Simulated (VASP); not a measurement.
# Al2Au (Fm-3m) in VASP: a series of runs

Aim: see how the results for Al2Au move with the level of theory and the settings. Levels: PBEsol, r2SCAN, LDA. Tasks: relaxation of cell and atoms, single point.

All numbers are computed with VASP 6.6.1; they aren't measurements. Logs are shortened: lines on timing, memory, paths and dates and some standing lists are left out, and cuts for length are marked.

### 1 The cell of the first run

Symmetry: Fm-3m, No. 225, cubic system. Conventional cell: a = 6.000 Å, b = 6.000 Å, c = 6.000 Å, α = 90.00°, β = 90.00°, γ = 90.00°. Au (site symmetry m-3m) has 8 Al at 2.60 Å within 3.4 Å. Al (site symmetry -43m) has 4 Au at 2.60 Å and 6 Al at 3.00 Å within 3.4 Å.

### 2 Relaxation of cell and atoms, PBEsol, target pressure 30 GPa, at which the enthalpy is minimised

INCAR reads:

```
  PREC = Accurate
  ENCUT = 600
  EDIFF = 1E-6
  ISMEAR = -1
  SIGMA = 0.05
  LREAL = F
  LASPH = T
  NELM = 60
  ALGO = Normal
  ISIF = 3
  LWAVE = F
  LCHARG = F
  GGA = PS
  IBRION = 2
  NSW = 80
  EDIFFG = -0.005
  PSTRESS = 300.0
```

KPOINTS reads:

```
Automatic mesh
0
Gamma
  8 8 8
```

POSCAR reads:

```
Al2Au
1.0
    0.0000000000      3.0000000000      3.0000000000
    3.0000000000      0.0000000000      3.0000000000
    3.0000000000      3.0000000000      0.0000000000
Au Al
1 2
Direct
    0.0000000000      0.0000000000      0.0000000000
    0.7500000000      0.7500000000      0.7500000000
    0.2500000000      0.2500000000      0.2500000000
```

Potentials or basis: VASP PAW PBE potentials, release 64 (Au, Al).

Run with:

```
$ cat potpaw_PBE.64/Au/POTCAR potpaw_PBE.64/Al/POTCAR > POTCAR
$ mpirun -np 1 vasp_std > vasp.out
```

OUTCAR:

```text
PREC = Accurate
   ENCUT = 600
   EDIFF = 1E-6
   ISMEAR = -1
   LREAL = F
   LASPH = T
   NELM = 60
   ISIF = 3
   GGA = PS
   IBRION = 2
   NSW = 80
   EDIFFG = -0.005
   PSTRESS = 300.0

 ion  position               nearest neighbor table
   1  0.000  0.000  0.000-   2 2.60   2 2.60   2 2.60   2 2.60   3 2.60   3 2.60   3 2.60   3 2.60

   2  0.750  0.750  0.750-   1 2.60   1 2.60   1 2.60   1 2.60   3 3.00   3 3.00   3 3.00   3 3.00
                             3 3.00   3 3.00
   3  0.250  0.250  0.250-   1 2.60   1 2.60   1 2.60   1 2.60   2 3.00   2 3.00   2 3.00   2 3.00
                             2 3.00   2 3.00

  LATTYP: Found a face centered cubic cell.
 ALAT       =     6.0000000000

  Lattice vectors:

 A1 = (   0.0000000000,   3.0000000000,   3.0000000000)
 A2 = (   3.0000000000,   0.0000000000,   3.0000000000)
 A3 = (   3.0000000000,   3.0000000000,   0.0000000000)

Analysis of symmetry for initial positions (statically):
=====================================================================
 Subroutine PRICEL returns:
 Original cell was already a primitive cell.

 Routine SETGRP: Setting up the symmetry group for a
 face centered cubic supercell.

 Subroutine GETGRP returns: Found 48 space group operations
 (whereof 48 operations were pure point group operations)
 out of a pool of 48 trial point group operations.

The static configuration has the point symmetry O_h .

Analysis of symmetry for dynamics (positions and initial velocities):
=====================================================================
 Subroutine PRICEL returns:
 Original cell was already a primitive cell.

 Routine SETGRP: Setting up the symmetry group for a
 face centered cubic supercell.

 Subroutine GETGRP returns: Found 48 space group operations
 (whereof 48 operations were pure point group operations)
 out of a pool of 48 trial point group operations.

The dynamic configuration has the point symmetry O_h .

 Subroutine INISYM returns: Found 48 space group operations
 (whereof 48 operations are pure point group operations),
 and found     1 'primitive' translations

----------------------------------------------------------------------------------------

                                     Primitive cell

  volume of cell :      54.0000

  direct lattice vectors                    reciprocal lattice vectors
     0.000000000  3.000000000  3.000000000    -0.166666667  0.166666667  0.166666667
     3.000000000  0.000000000  3.000000000     0.166666667 -0.166666667  0.166666667
     3.000000000  3.000000000  0.000000000     0.166666667  0.166666667 -0.166666667

  length of vectors
     4.242640687  4.242640687  4.242640687     0.288675135  0.288675135  0.288675135

  position of ions in fractional coordinates (direct lattice)
     0.000000000  0.000000000  0.000000000
     0.750000000  0.750000000  0.750000000
     0.250000000  0.250000000  0.250000000

  ion indices of the primitive-cell ions
   primitive index   ion index
                 1           1
                 2           2
                 3           3

----------------------------------------------------------------------------------------

 KPOINTS: Automatic mesh

Automatic generation of k-mesh.
 Grid dimensions read from file:
 generate k-points for:    8    8    8

 Generating k-lattice:

  Cartesian coordinates                     Fractional coordinates (reciprocal lattice)
    -0.020833333  0.020833333  0.020833333     0.125000000  0.000000000  0.000000000
     0.020833333 -0.020833333  0.020833333     0.000000000  0.125000000  0.000000000
     0.020833333  0.020833333 -0.020833333     0.000000000  0.000000000  0.125000000

  Length of vectors
     0.036084392  0.036084392  0.036084392

  Shift w.r.t. Gamma in fractional coordinates (k-lattice)
     0.000000000  0.000000000  0.000000000

 Subroutine IBZKPT returns following result:
 ===========================================

 Found     29 irreducible k-points:

 Following reciprocal coordinates:
            Coordinates               Weight
  0.000000  0.000000  0.000000      1.000000
  0.125000  0.000000  0.000000      8.000000
  0.250000  0.000000  0.000000      8.000000
  0.375000  0.000000  0.000000      8.000000
  0.500000  0.000000  0.000000      4.000000
  0.125000  0.125000  0.000000      6.000000
[... 16 lines left out ...]
  0.500000  0.250000  0.125000     48.000000
 -0.375000  0.250000  0.125000     24.000000
 [... further k-points ...]
   k-points           NKPTS =     29   k-points in BZ     NKDIM =     29   number of bands    NBANDS=     12
   number of dos      NEDOS =    301   number of ions     NIONS =      3
   total plane-waves  NPLWV =  46656
   dimension x,y,z NGX =    36 NGY =   36 NGZ =   36
   dimension x,y,z NGXF=    72 NGYF=   72 NGZF=   72
   ions per type =               1   2
   NGX,Y,Z   is equivalent  to a cutoff of  14.11, 14.11, 14.11 a.u.
   NGXF,Y,Z  is equivalent  to a cutoff of  28.21, 28.21, 28.21 a.u.
 SYSTEM =  unknown system
   PREC   = accura    normal or accurate (medium, high low for compatibility)
   ISTART =      0    job   : 0-new  1-cont  2-samecut
   ICHARG =      2    charge: 1-file 2-atom 10-const
   ISPIN  =      1    spin polarized calculation?
   LNONCOLLINEAR =      F non collinear calculations
   LSORBIT =      F    spin-orbit coupling
   LASPH  =      T    aspherical Exc in radial PAW
   ENCUT  =  600.0 eV  44.10 Ry    6.64 a.u.   8.47  8.47  8.47*2*pi/ulx,y,z
   NELM   =     60;   NELMIN=  2; NELMDL= -5     # of ELM steps
   EDIFF  = 0.1E-05   stopping-criterion for ELM
   LREAL  =      F    real-space projection
   EDIFFG = -.5E-02   stopping-criterion for IOM
   NSW    =     80    number of steps for IOM
   IBRION =      2    ionic relax: 0-MD 1-quasi-New 2-CG
   NFREE  =      1    steps in history (QN), initial steepest desc. (CG)
   ISIF   =      3    stress and relaxation
   ISYM   =      2    0-nonsym 1-usesym 2-fastsym
   POTIM  = 0.5000    time-step for ionic-motion
   TEBEG  =    0.0;   TEEND  =   0.0 temperature during run
   PSTRESS=  300.0 pullay stress
   NELECT =      17.0000    total number of electrons
   NUPDOWN=      -1.0000    fix difference up-down
   EMIN   =  10.00;   EMAX   =-10.00  energy-range for DOS
   EFERMI =   0.00;   METHOD = LEGACY
   ISMEAR =    -1;   SIGMA  =   0.05  broadening in eV -4-tet -1-fermi 0-gaus
   EFERMI_NEDOS =   21; number of points for ismear=-14 and -15
   IALGO  =     38    algorithm
   IMIX   =      4    mixing-type and parameters
     AMIX     =   0.40;   BMIX     =  1.00
     AMIX_MAG =   1.60;   BMIX_MAG =  1.00
  volume/ion in A,a.u.               =      18.00       121.47
  Fermi-wavevector in a.u.,A,eV,Ry     =   1.113679  2.104547 16.875035  1.240280
  Thomas-Fermi vector in A             =   2.250266
   LORBIT       =      0    0 simple, 1 ext, 2 COOP (PROOUT), +10 PAW based schemes
   GGA     = PS    functional components
   LHFCALC =     F    Hartree Fock is set to
   AEXX    =    0.0000 exact exchange contribution
   IVDW    =     0    specifies the selected vdW correction
   LEPSILON=     F    determine dielectric tensor
   LRPA    =     F    only Hartree local field effects (RPA)
 conjugate gradient relaxation of ions
 non-spin polarized calculation
  energy-cutoff  :      600.00
  volume of cell :       54.00
 maximum number of plane-waves:      1826
 NGX is ok and might be reduce to    36
   NGX = 17   NGY = 17   NGZ = 17

--------------------------------------- Ionic step        1  -------------------------------------------

 number of electron      17.0000001 magnetization

 Free energy of the ion-electron system (eV)
  ---------------------------------------------------
  ext. energy  EPLUGINS =         0.00000000
  ---------------------------------------------------
  free energy    TOTEN  =       -13.48721196 eV

  energy without entropy =      -13.47866302  energy(sigma->0) =      -13.48293749

------------------------ aborting loop because EDIFF is reached ----------------------------------------

  FORCE on cell =-STRESS in cart. coord.  units (eV):
  Direction    XX          YY          ZZ          XY          YZ          ZX
  --------------------------------------------------------------------------------------
  -------------------------------------------------------------------------------------
  Total       -0.0252396     -0.0252396     -0.0252396     -0.0000000     -0.0000000      0.0000000
  in kB       -0.7488579     -0.7488579     -0.7488579     -0.0000000     -0.0000000      0.0000000
  external PRESSURE =    -300.7488579 kB  Pullay stress =     300.0000000 kB
[... 24 lines left out ...]
  enthalpy is  TOTEN    =        -3.3759716485 eV   P V=       10.1112403082

--------------------------------------- Ionic step        2  -------------------------------------------

 number of electron      17.0000000 magnetization

 E-fermi :  15.9922     XC(G=0): -13.1882

 val. band max:       15.8678440120   @ k =   0.5000   0.0000   0.0000
 cond. band min:      16.1462717614   @ k =  -0.3750   0.1250   0.0000
 fundamental gap:      0.2784277494
 Fermi energy:        15.9922211511

 k-point     1 :       0.0000    0.0000    0.0000
  band No.  band energies     occupation
      1       0.4764      2.00000
      2       5.3241      2.00000
      3       5.3241      2.00000
      4       5.3241      2.00000
      5       6.8403      2.00000
      6       6.8403      2.00000
      7      18.5418      0.00000
      8      18.5418      0.00000
      9      18.5418      0.00000
     10      22.5047      0.00000
     11      22.8246      0.00000
     12      22.8246      0.00000
[... 459 lines left out ...]
  enthalpy is  TOTEN    =        -4.3079373773 eV   P V=        8.5530996007

--------------------------------------- Ionic step        5  -------------------------------------------

 number of electron      16.9999999 magnetization

 Free energy of the ion-electron system (eV)
  ---------------------------------------------------
  ext. energy  EPLUGINS =         0.00000000
  ---------------------------------------------------
  free energy    TOTEN  =       -12.80344032 eV

  energy without entropy =      -12.79882904  energy(sigma->0) =      -12.80113468

 E-fermi :   9.9862     XC(G=0): -11.4191

 val. band max:        9.7196339574   @ k =   0.3750   0.1250   0.0000
 cond. band min:      10.0374930636   @ k =   0.3750   0.1250   0.0000
 fundamental gap:      0.3178591063
 Fermi energy:         9.9862056539

 k-point     1 :       0.0000    0.0000    0.0000
  band No.  band energies     occupation
      1      -2.0421      2.00000
      2       2.2241      2.00000
      3       2.2241      2.00000
      4       2.2241      2.00000
      5       3.3761      2.00000
      6       3.3761      2.00000
      7      12.8372      0.00000
      8      12.8372      0.00000
      9      12.8372      0.00000
     10      13.4713      0.00000
     11      14.6695      0.00000
     12      14.6695      0.00000
[... 375 lines left out ...]
  FREE ENERGIE OF THE ION-ELECTRON SYSTEM (eV)
  ---------------------------------------------------
  free  energy   TOTEN  =       -12.8034403175 eV

  energy  without entropy=      -12.7988290413  energy(sigma->0) =      -12.80113468

  enthalpy is  TOTEN    =        -4.3095724045 eV   P V=        8.4938679130

 reached required accuracy - stopping structural energy minimisation
```

Wall time 87 s (1 thread of Intel Xeon Platinum 8488C (Sapphire Rapids), shared host); peak memory 0.23 GiB.

What came out:

- Free energy: -12.8034 eV
- Relaxed volume: 15.12 Å³/atom
- Relaxed cell: a = 4.003 Å, b = 4.003 Å, c = 4.003 Å, α = 60.00°, β = 60.00°, γ = 60.00°
- Space group after relaxing (to 0.05 Å): Fm-3m (No. 225)
- Energy change on relaxing (the enthalpy is what falls): +227.9 meV/atom
- Ionic steps: 5
- Pressure after relaxing: 30.0 GPa

The path:
| step | energy change (eV) | largest force (eV/Å) | pressure (GPa) | volume (Å³) |
| --- | --- | --- | --- | --- |
| 1 | 0.0000 | 0.0000 | -0.07 | 54.00 |
| 2 | 8.7362 | 0.0000 | 201.72 | 31.66 |
| 3 | 0.5146 | 0.0000 | 25.03 | 46.35 |
| 4 | 0.6262 | 0.0000 | 28.36 | 45.68 |
| 5 | 0.6838 | 0.0000 | 30.01 | 45.36 |

Final structure:
```
Au Al
1.0
     0.00000    2.83066    2.83066
     2.83066    0.00000    2.83066
     2.83066    2.83066    0.00000
Au Al
1 2
Direct
  0.00000 0.00000 0.00000
  0.75000 0.75000 0.75000
  0.25000 0.25000 0.25000
```

Caveat: the cell is relaxed towards a set pressure, so the enthalpy falls and the energy may rise; the volume moved by over 15 % at a fixed basis, so the end points are rough; the PAW data sets were made with another functional, which shifts forces and pressure a little; spin-orbit coupling is left out, which moves the levels of the heavy elements.

### 3 Relaxation of cell and atoms, r2SCAN, target pressure 30 GPa, at which the enthalpy is minimised

POSCAR is that of step 2.

INCAR.step1 reads:

```
SYSTEM = Al2Au
  PREC = Accurate
  ENCUT = 600
  ISMEAR = -1
  SIGMA = 0.05
  LREAL = .False.
  LASPH = .True.
  NELM = 60
  GGA = PE
  ALGO = Normal
  EDIFF = 1E-4
  LWAVE = .True.
  LCHARG = .False.
```

INCAR.step2 reads:

```
SYSTEM = Al2Au
  PREC = Accurate
  ENCUT = 600
  EDIFF = 1E-6
  ISMEAR = -1
  SIGMA = 0.05
  LREAL = .False.
  LASPH = .True.
  NELM = 60
  ALGO = Normal
  ISIF = 3
  LWAVE = .False.
  LCHARG = .False.
  METAGGA = R2SCAN
  LMIXTAU = .True.
  IBRION = 2
  NSW = 60
  EDIFFG = -0.01
  PSTRESS = 300.0
  ISTART = 1
```

KPOINTS reads:

```
Automatic mesh
0
Gamma
  8 8 8
  0 0 0
```

Potentials or basis: VASP PAW PBE potentials, release 64 (Au, Al).

Run with:

```
$ cat potpaw_PBE.64/Au/POTCAR potpaw_PBE.64/Al/POTCAR > POTCAR
$ cp INCAR.step1 INCAR
$ mpirun -np 1 vasp_std > vasp.out
$ cp INCAR.step2 INCAR
$ mpirun -np 1 vasp_std > vasp.out
```

OUTCAR:

```text
SYSTEM = Al2Au
   PREC = Accurate
   ENCUT = 600
   EDIFF = 1E-6
   ISMEAR = -1
   LREAL = .False.
   LASPH = .True.
   NELM = 60
   ISIF = 3
   METAGGA = R2SCAN
   IBRION = 2
   NSW = 60
   EDIFFG = -0.01
   PSTRESS = 300.0
   ISTART = 1

 ion  position               nearest neighbor table
   1  0.000  0.000  0.000-   2 2.60   2 2.60   2 2.60   2 2.60   3 2.60   3 2.60   3 2.60   3 2.60

   2  0.750  0.750  0.750-   1 2.60   1 2.60   1 2.60   1 2.60   3 3.00   3 3.00   3 3.00   3 3.00
                             3 3.00   3 3.00
   3  0.250  0.250  0.250-   1 2.60   1 2.60   1 2.60   1 2.60   2 3.00   2 3.00   2 3.00   2 3.00
                             2 3.00   2 3.00

  LATTYP: Found a face centered cubic cell.
 ALAT       =     6.0000000000

  Lattice vectors:

 A1 = (   0.0000000000,   3.0000000000,   3.0000000000)
 A2 = (   3.0000000000,   0.0000000000,   3.0000000000)
 A3 = (   3.0000000000,   3.0000000000,   0.0000000000)

Analysis of symmetry for initial positions (statically):
=====================================================================
 Subroutine PRICEL returns:
 Original cell was already a primitive cell.

 Routine SETGRP: Setting up the symmetry group for a
 face centered cubic supercell.
[... 177 lines left out ...]
  -------------------------------------------------------------------------------------
  Total        0.0535841      0.0535841      0.0535841     -0.0000000     -0.0000000     -0.0000000
  in kB        1.5898363      1.5898363      1.5898363     -0.0000000     -0.0000000     -0.0000000
  external PRESSURE =    -298.4101637 kB  Pullay stress =     300.0000000 kB
[... 26 lines left out ...]
--------------------------------------- Ionic step        2  -------------------------------------------

 number of electron      17.0000000 magnetization

 E-fermi :  15.9932     XC(G=0): -13.9847

 val. band max:       15.8537585407   @ k =   0.5000   0.0000   0.0000
 cond. band min:      16.1452580429   @ k =  -0.3750   0.1250   0.0000
 fundamental gap:      0.2914995022
 Fermi energy:        15.9931510525

 k-point     1 :       0.0000    0.0000    0.0000
  band No.  band energies     occupation
      1      -0.1626      2.00000
      2       4.8621      2.00000
      3       4.8621      2.00000
      4       4.8621      2.00000
      5       6.4277      2.00000
      6       6.4277      2.00000
      7      18.6899      0.00000
      8      18.6899      0.00000
      9      18.6899      0.00000
     10      23.1973      0.00000
     11      23.1973      0.00000
     12      23.4129      0.00000
[... 461 lines left out ...]
--------------------------------------- Ionic step        5  -------------------------------------------

 number of electron      16.9999999 magnetization

 Free energy of the ion-electron system (eV)
  ---------------------------------------------------
  ext. energy  EPLUGINS =         0.00000000
  ---------------------------------------------------
  free energy    TOTEN  =       -64.88007756 eV

  energy without entropy =      -64.87545293  energy(sigma->0) =      -64.87776525

 E-fermi :   9.9600     XC(G=0): -12.0787

 val. band max:        9.6500793769   @ k =   0.3750   0.1250   0.0000
 cond. band min:      10.0089629217   @ k =   0.3750   0.1250   0.0000
 fundamental gap:      0.3588835448
 Fermi energy:         9.9599507330

 k-point     1 :       0.0000    0.0000    0.0000
  band No.  band energies     occupation
      1      -2.6136      2.00000
      2       1.8377      2.00000
      3       1.8377      2.00000
      4       1.8377      2.00000
      5       3.0297      2.00000
      6       3.0297      2.00000
      7      12.9195      0.00000
      8      12.9195      0.00000
      9      12.9195      0.00000
     10      14.1214      0.00000
     11      14.9037      0.00000
     12      14.9037      0.00000
[... 379 lines left out ...]
  energy  without entropy=      -64.8754529331  energy(sigma->0) =      -64.87776525

  enthalpy is  TOTEN    =       -56.3370298326 eV   P V=        8.5430477255

 reached required accuracy - stopping structural energy minimisation
```

Run time: 4.6 min. Hardware: 1 thread of Intel Xeon Platinum 8375C at 2.90GHz (Ice Lake), shared host; peak memory 0.24 GiB.

What came out:

| Quantity | Value |
| --- | --- |
| Free energy | -64.8801 eV |
| Relaxed volume | 15.21 Å³/atom |
| Relaxed cell | a = 4.011 Å, b = 4.011 Å, c = 4.011 Å, α = 60.00°, β = 60.00°, γ = 60.00° |
| Space group after relaxing (to 0.05 Å) | Fm-3m (No. 225) |
| Energy change on relaxing (the enthalpy is what falls) | +225.1 meV/atom |
| Ionic steps | 5 |
| Pressure after relaxing | 30.0 GPa |

Step by step:
```
step  energy change (eV)  largest force (eV/Å)  pressure (GPa)  volume (Å³)
   1              0.0000                0.0000            0.16        54.00
   2              8.8797                0.0000          204.25        31.81
   3              0.5070                0.0000           25.02        46.61
   4              0.6185                0.0000           28.37        45.94
   5              0.6754                0.0000           30.00        45.62
```

Final structure:
```xyz
3
Lattice="0.0000 2.8361 2.8361 2.8361 0.0000 2.8361 2.8361 2.8361 0.0000" Properties=species:S:1:pos:R:3 pbc="T T T"
Au    0.0000    0.0000    0.0000
Al    4.2542    4.2542    4.2542
Al    1.4181    1.4181    1.4181
```

Caveat: the cell is relaxed towards a set pressure, so the enthalpy falls and the energy may rise; the volume moved by over 15 % at a fixed basis, so the end points are rough; the PAW data sets were made with another functional, which shifts forces and pressure a little; spin-orbit coupling is left out, which moves the levels of the heavy elements.

[end of part 1 of 2]
